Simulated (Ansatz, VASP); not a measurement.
One calculation of Se, two programs

```
Se
1.0
    -1.65321    1.65321    1.65321
     1.65321   -1.65321    1.65321
     1.65321    1.65321   -1.65321
Se
1
Cartesian
  0.0000 0.0000 0.0000
```

Alike in both runs: task single point; functional PBEsol; k mesh 18 × 18 × 18; occupations gaussian, width 0.1 eV; no spin polarisation.

|  | VASP | Ansatz |
| --- | --- | --- |
| version | VASP 6.6.1 | Ansatz 0.2.0 |
| potentials or method | VASP PAW PBE potentials, release 64 (Se), cutoff 520 eV | scalar-relativistic, plane waves, PAW |
| valence electrons in the cell | 6 | 16 |

VASP gave:

| Property | Result |
| --- | --- |
| gap on the k mesh at the Fermi level (eV) | none |
| pressure (GPa) | 6.4 |

Problem. Which values does Ansatz return?

Solution. gap on the k mesh at the Fermi level (eV): none; pressure (GPa): 6.3.

VASP's potentials were made for PBE, not for PBEsol. A gap of «none» marks a metal or a gap that the smearing closes. VASP's potentials hold 6 valence electrons a cell and Ansatz's 16, so a difference there can come from the potentials and not from the codes.
